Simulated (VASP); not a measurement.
# GaSb (I-4m2) in VASP: a series of runs, part 2 of 2

VASP 6.6.1. The steps go on from the part before.

**4. Single point, LDA**

This run uses another cell than the first one, of 21.46 Å³/atom.

The input, INCAR:

```
  PREC = Accurate
  ENCUT = 520
  EDIFF = 1E-6
  ISMEAR = 0
  SIGMA = 0.15
  LREAL = False
  LASPH = True
  NELM = 100
  ALGO = Normal
  ISIF = 2
  LWAVE = False
  LCHARG = False
  GGA = CA
  NBANDS = 16
```

The input, KPOINTS:

```
Automatic mesh
0
Gamma
  16 16 16
```

The input, POSCAR:

```
GaSb
1.0
   -2.7531000000      2.7531000000      1.4155500000
    2.7531000000     -2.7531000000      1.4155500000
    2.7531000000      2.7531000000     -1.4155500000
Ga Sb
1 1
Direct
    0.2500000000      0.7500000000      0.5000000000
    0.0000000000      0.0000000000      0.0000000000
```

Potentials or basis: VASP PAW LDA potentials, release 64 (Ga_d, Sb).

Started as:

```bash
cat potpaw_LDA.64/Ga_d/POTCAR potpaw_LDA.64/Sb/POTCAR > POTCAR
mpirun -np 1 vasp_std > vasp.out
```

OUTCAR:

```text
PREC = Accurate
   ENCUT = 520
   EDIFF = 1E-6
   ISMEAR = 0
   LREAL = False
   LASPH = True
   NELM = 100
   ISIF = 2
   GGA = CA

 ion  position               nearest neighbor table
   1  0.250  0.750  0.500-   2 2.84   2 2.84   2 2.84   2 2.84
   2  0.000  0.000  0.000-   1 2.84   1 2.84   1 2.84   1 2.84

  LATTYP: Found a body centered tetragonal cell.
 ALAT       =     5.5062000000
 C/A-ratio  =     0.5141658494

  Lattice vectors:

 A1 = (  -2.7531000000,   2.7531000000,   1.4155500000)
 A2 = (   2.7531000000,  -2.7531000000,   1.4155500000)
 A3 = (   2.7531000000,   2.7531000000,  -1.4155500000)

Analysis of symmetry for initial positions (statically):
=====================================================================
 Subroutine PRICEL returns:
 Original cell was already a primitive cell.

 Routine SETGRP: Setting up the symmetry group for a
 body centered tetragonal supercell.

 Subroutine GETGRP returns: Found  8 space group operations
 (whereof  8 operations were pure point group operations)
 out of a pool of 16 trial point group operations.

The static configuration has the point symmetry D_2d.

Analysis of symmetry for dynamics (positions and initial velocities):
=====================================================================
 Subroutine PRICEL returns:
 Original cell was already a primitive cell.

 Routine SETGRP: Setting up the symmetry group for a
 body centered tetragonal supercell.

 Subroutine GETGRP returns: Found  8 space group operations
 (whereof  8 operations were pure point group operations)
 out of a pool of 16 trial point group operations.

The dynamic configuration has the point symmetry D_2d.

 Subroutine INISYM returns: Found  8 space group operations
 (whereof  8 operations are pure point group operations),
 and found     1 'primitive' translations

----------------------------------------------------------------------------------------

                                     Primitive cell

  volume of cell :      42.9170

  direct lattice vectors                    reciprocal lattice vectors
    -2.753100000  2.753100000  1.415550000     0.000000000  0.181613454  0.353219597
     2.753100000 -2.753100000  1.415550000     0.181613454  0.000000000  0.353219597
     2.753100000  2.753100000 -1.415550000     0.181613454  0.181613454  0.000000000

  length of vectors
     4.142813177  4.142813177  4.142813177     0.397174433  0.397174433  0.256840210

  position of ions in fractional coordinates (direct lattice)
     0.250000000  0.750000000  0.500000000
     0.000000000  0.000000000  0.000000000

  ion indices of the primitive-cell ions
   primitive index   ion index
                 1           1
                 2           2

----------------------------------------------------------------------------------------

 KPOINTS: Automatic mesh

Automatic generation of k-mesh.
 Grid dimensions read from file:
 generate k-points for:   16   16   16

 Generating k-lattice:

  Cartesian coordinates                     Fractional coordinates (reciprocal lattice)
     0.000000000  0.011350841  0.022076225     0.062500000  0.000000000  0.000000000
     0.011350841  0.000000000  0.022076225     0.000000000  0.062500000  0.000000000
     0.011350841  0.011350841  0.000000000     0.000000000  0.000000000  0.062500000

  Length of vectors
     0.024823402  0.024823402  0.016052513

  Shift w.r.t. Gamma in fractional coordinates (k-lattice)
     0.000000000  0.000000000  0.000000000

 Subroutine IBZKPT returns following result:
 ===========================================

 Found    349 irreducible k-points:

 Following reciprocal coordinates:
            Coordinates               Weight
  0.000000  0.000000  0.000000      1.000000
  0.062500 -0.000000  0.000000      8.000000
  0.125000 -0.000000  0.000000      8.000000
  0.187500 -0.000000  0.000000      8.000000
  0.250000 -0.000000  0.000000      8.000000
  0.312500 -0.000000  0.000000      8.000000
[... 16 lines left out ...]
 -0.125000  0.062500 -0.000000     16.000000
 -0.062500  0.062500  0.000000      4.000000
 [... further k-points ...]
   k-points           NKPTS =    349   k-points in BZ     NKDIM =    349   number of bands    NBANDS=     16
   number of dos      NEDOS =    301   number of ions     NIONS =      2
   total plane-waves  NPLWV =  32768
   dimension x,y,z NGX =    32 NGY =   32 NGZ =   32
   dimension x,y,z NGXF=    64 NGYF=   64 NGZF=   64
   ions per type =               1   1
   NGX,Y,Z   is equivalent  to a cutoff of  12.84, 12.84, 12.84 a.u.
   NGXF,Y,Z  is equivalent  to a cutoff of  25.68, 25.68, 25.68 a.u.
 SYSTEM =  unknown system
   PREC   = accura    normal or accurate (medium, high low for compatibility)
   ISTART =      0    job   : 0-new  1-cont  2-samecut
   ICHARG =      2    charge: 1-file 2-atom 10-const
   ISPIN  =      1    spin polarized calculation?
   LNONCOLLINEAR =      F non collinear calculations
   LSORBIT =      F    spin-orbit coupling
   LASPH  =      T    aspherical Exc in radial PAW
   ENCUT  =  520.0 eV  38.22 Ry    6.18 a.u.   7.70  7.70  7.70*2*pi/ulx,y,z
   NELM   =    100;   NELMIN=  2; NELMDL= -5     # of ELM steps
   EDIFF  = 0.1E-05   stopping-criterion for ELM
   LREAL  =      F    real-space projection
   EDIFFG = 0.1E-04   stopping-criterion for IOM
   NSW    =      0    number of steps for IOM
   IBRION =     -1    ionic relax: 0-MD 1-quasi-New 2-CG
   NFREE  =      0    steps in history (QN), initial steepest desc. (CG)
   ISIF   =      2    stress and relaxation
   ISYM   =      2    0-nonsym 1-usesym 2-fastsym
   POTIM  = 0.5000    time-step for ionic-motion
   TEBEG  =    0.0;   TEEND  =   0.0 temperature during run
   PSTRESS=    0.0 pullay stress
   NELECT =      18.0000    total number of electrons
   NUPDOWN=      -1.0000    fix difference up-down
   EMIN   =  10.00;   EMAX   =-10.00  energy-range for DOS
   EFERMI =   0.00;   METHOD = LEGACY
   ISMEAR =     0;   SIGMA  =   0.15  broadening in eV -4-tet -1-fermi 0-gaus
   EFERMI_NEDOS =   21; number of points for ismear=-14 and -15
   IALGO  =     38    algorithm
   IMIX   =      4    mixing-type and parameters
     AMIX     =   0.40;   BMIX     =  1.00
     AMIX_MAG =   1.60;   BMIX_MAG =  1.00
  volume/ion in A,a.u.               =      21.46       144.81
  Fermi-wavevector in a.u.,A,eV,Ry     =   1.225432  2.315731 20.431651  1.501684
  Thomas-Fermi vector in A             =   2.360470
   LORBIT       =      0    0 simple, 1 ext, 2 COOP (PROOUT), +10 PAW based schemes
   GGA     = CA    functional components
   LHFCALC =     F    Hartree Fock is set to
   AEXX    =    0.0000 exact exchange contribution
   IVDW    =     0    specifies the selected vdW correction
   LEPSILON=     F    determine dielectric tensor
   LRPA    =     F    only Hartree local field effects (RPA)
 non-spin polarized calculation
 Gauss-broadening in eV      SIGMA  =   0.15
  energy-cutoff  :      520.00
  volume of cell :       42.92
 maximum number of plane-waves:      1178
   NGX = 15   NGY = 15   NGZ = 15

 number of electron      17.9999998 magnetization

 Free energy of the ion-electron system (eV)
  ---------------------------------------------------
  ext. energy  EPLUGINS =         0.00000000
  ---------------------------------------------------
  free energy    TOTEN  =        -8.28503017 eV

  energy without entropy =       -8.27804690  energy(sigma->0) =       -8.28153853

 E-fermi :   7.7704     XC(G=0): -10.9958

 val. band max:        7.7589237527   @ k =   0.3750   0.3750   0.1250
 cond. band min:       7.7928651793   @ k =   0.4375   0.3125   0.0625
 fundamental gap:      0.0339414267
 Fermi energy:         7.7704098952

 k-point     1 :       0.0000    0.0000    0.0000
  band No.  band energies     occupation
      1      -7.4263      2.00000
      2      -7.2629      2.00000
      3      -7.2587      2.00000
      4      -7.1655      2.00000
      5      -7.1655      2.00000
      6      -5.2046      2.00000
[... 8 lines left out ...]
     15      18.2211      0.00000
     16      18.4323      0.00000
[... 419 lines left out ...]
 k-point    24 :      -0.0625    0.0625    0.0000
  band No.  band energies     occupation
      1      -7.4258      2.00000
      2      -7.2640      2.00000
      3      -7.2581      2.00000
      4      -7.1656      2.00000
      5      -7.1652      2.00000
      6      -5.1708      2.00000
[... 8 lines left out ...]
     15      18.3649      0.00000
     16      18.4269      0.00000

 [... further k-points ...]

------------------------ aborting loop because EDIFF is reached ----------------------------------------

  FORCE on cell =-STRESS in cart. coord.  units (eV):
  Direction    XX          YY          ZZ          XY          YZ          ZX
  --------------------------------------------------------------------------------------
  -------------------------------------------------------------------------------------
  Total        0.0210748      0.0210748      2.7653605      0.0000000      0.0000000      0.0000000
  in kB        0.7867653      0.7867653    103.2364733      0.0000000      0.0000000      0.0000000
  external PRESSURE =      34.9366680 kB  Pullay stress =       0.0000000 kB

 VOLUME and BASIS-vectors are now :
 -----------------------------------------------------------------------------
  energy-cutoff  :      520.00
  volume of cell :       42.92
      direct lattice vectors                 reciprocal lattice vectors
    -2.753100000  2.753100000  1.415550000     0.000000000  0.181613454  0.353219597
     2.753100000 -2.753100000  1.415550000     0.181613454  0.000000000  0.353219597
     2.753100000  2.753100000 -1.415550000     0.181613454  0.181613454  0.000000000

 POSITION                                       TOTAL-FORCE (eV/Angst)
 -----------------------------------------------------------------------------------
      2.75310      0.00000      0.70778         0.000000      0.000000      0.000000
      0.00000      0.00000      0.00000        -0.000000     -0.000000     -0.000000
 -----------------------------------------------------------------------------------
    total drift:                                0.000000     -0.000000      0.000000

  FREE ENERGIE OF THE ION-ELECTRON SYSTEM (eV)
  ---------------------------------------------------
  free  energy   TOTEN  =        -8.2850301671 eV

  energy  without entropy=       -8.2780468951  energy(sigma->0) =       -8.28153853
```

OSZICAR:

```text
N       E                     dE             d eps       ncg     rms          rms(c)
DAV:   1     0.849280940508E+02    0.84928E+02   -0.82212E+03 11192   0.152E+03
DAV:   2    -0.194915525709E+01   -0.86877E+02   -0.83841E+02 12992   0.325E+02
DAV:   3    -0.821736446253E+01   -0.62682E+01   -0.62408E+01 13600   0.649E+01
DAV:   4    -0.832209666233E+01   -0.10473E+00   -0.10472E+00 13512   0.927E+00
DAV:   5    -0.832449082485E+01   -0.23942E-02   -0.23941E-02 14280   0.129E+00    0.307E+00
DAV:   6    -0.829537540696E+01    0.29115E-01   -0.38180E-02 14440   0.353E+00    0.174E+00
DAV:   7    -0.828548488893E+01    0.98905E-02   -0.99152E-03 16896   0.126E+00    0.243E-01
DAV:   8    -0.828504037923E+01    0.44451E-03   -0.12460E-03 14608   0.518E-01    0.384E-02
DAV:   9    -0.828503062780E+01    0.97514E-05   -0.53501E-05 13248   0.673E-02    0.169E-02
DAV:  10    -0.828503016711E+01    0.46069E-06   -0.51578E-06 14496   0.178E-02
   1 F= -.82850302E+01 E0= -.82815385E+01  d E =-.698327E-02
```

Run time: 2.1 min. Hardware: 1 thread of Intel Xeon Platinum 8488C (Sapphire Rapids), shared host; peak memory 0.35 GiB.

Results:

| Quantity | Value |
| --- | --- |
| Free energy | -8.2850 eV |
| Pressure | 3.5 GPa |
| Band gap on the k mesh | zero (bands 9 and 10 overlap by 4.52 eV) |

Caveat: the cell stands under pressure; spin-orbit coupling is left out, which moves the levels of the heavy elements.

**5. Overview**

| cell | gap on the mesh (eV) | pressure (GPa) |
| --- | --- | --- |
| a = 4.076 Å, angles 97.4, 97.4, 138.0°, 2 atoms | none | 4.0 |
| a = 4.022 Å, angles 98.4, 98.4, 135.0°, 2 atoms | none | 3.8 |
| a = 4.143 Å, angles 96.7, 96.7, 140.0°, 2 atoms | none | 3.5 |

Alike in all rows: task single point; level LDA; potentials or basis VASP PAW LDA potentials, release 64 (Ga_d, Sb); no spin polarisation; k mesh 16 × 16 × 16; cutoff (eV) 520; smearing gaussian 0.15 eV.

Caveats: the cell stands under pressure; spin-orbit coupling is left out, which moves the levels of the heavy elements.

Total energies depend on the potentials used, so only differences within one code and one set of settings carry meaning.
